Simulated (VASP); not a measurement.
Wanted: the native input for a VASP 6.6.1 run.

| Quantity | Value |
| --- | --- |
| Task | relaxation of cell and atoms |
| Functional | LDA |
| Potentials or basis | VASP PAW LDA potentials, release 64 (Si, C) |
| Cutoff | 600 eV |
| k mesh | 10 × 10 × 10 |
| Occupations | gaussian, width 0.01 eV |
| Spin | no spin polarisation |
| Dipole correction | no |
| Further INCAR settings | ALGO = Normal; EDIFF = 1e-07; IBRION = 2; EDIFFG = -0.001; NSW = 80; ISIF = 3 |

The structure of SiC lies in POSCAR:

```
SiC
1.0
    0.0000000000      2.1644841119      2.1644841119
    2.1644841119      0.0000000000      2.1644841119
    2.1644841119      2.1644841119      0.0000000000
Si C
1 1
Direct
    0.0000000000      0.0000000000      0.0000000000
    0.2500000000      0.2500000000      0.2500000000
```

These files were run (other wordings do the same):

INCAR

```
SYSTEM = SiC
ALGO = Normal
EDIFF = 1E-7
EDIFFG = -0.001
ENCUT = 600
GGA = CA
GGA_COMPAT = .FALSE.
IBRION = 2
ISIF = 3
ISMEAR = 0
LASPH = .TRUE.
LCHARG = .FALSE.
LREAL = .FALSE.
LWAVE = .FALSE.
NELM = 120
NELMIN = 4
NSW = 80
PREC = Accurate
SIGMA = 0.01
```

KPOINTS

```
k-points
0
G
  10 10 10
  0 0 0
```

Potentials or basis: VASP PAW LDA potentials, release 64 (Si, C).

Run with:

```sh
$ cat potpaw_LDA.64/Si/POTCAR potpaw_LDA.64/C/POTCAR > POTCAR
$ mpirun -np 1 vasp_std > vasp.out
```

It gave:

```json
{
  "Relaxed volume": "10.15 Å³/atom",
  "Relaxed cell": "a = 3.062 Å, b = 3.062 Å, c = 3.062 Å, α = 60.00°, β = 60.00°, γ = 60.00°",
  "Space group after relaxing (to 0.05 Å)": "F-43m (No. 216)",
  "Energy gained by relaxing": "0.0 meV/atom",
  "Ionic steps": "3",
  "Pressure after relaxing": "0.0 GPa",
  "Band gap on the k mesh": "1.29 eV, indirect (least direct gap 4.52 eV)"
}
```

Wall time 10 s on 1 thread of Intel(R) Xeon(R) Platinum 8488C (Sapphire Rapids) (shared host), peak memory 0.12 GiB.
